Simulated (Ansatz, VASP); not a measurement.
# WC: VASP beside Ansatz

```
W C
1.0
     2.95739    0.00000    0.00000
    -1.47869    2.56117    0.00000
     0.00000    0.00000    2.88448
W C
1 1
Direct
  0.00000 0.00000 0.00000
  0.66667 0.33333 0.50000
```

Change from the starting cell: volume scaled by 1.06.

Alike in both runs: task single point; functional PBE; k mesh 13 × 13 × 12; occupations fermi-dirac, width 0.05 eV; no spin polarisation.

|  | VASP | Ansatz |
| --- | --- | --- |
| version | VASP 6.6.1 | Ansatz 0.2.0 |
| potentials or method | VASP PAW PBE potentials, release 64 (W_sv, C), cutoff 520 eV | all-electron LAPW, scalar-relativistic |

|  | VASP | Ansatz | Ansatz less VASP |
| --- | --- | --- | --- |
| pressure (GPa) | -12.5 | -13.2 | -0.74 |
| traceless stress, the component that is largest in VASP (GPa) | -1.84 | -2.01 | -0.168 |

Ansatz ran all-electron here, and VASP with PAW potentials.

Neither program's run includes spin-orbit coupling.
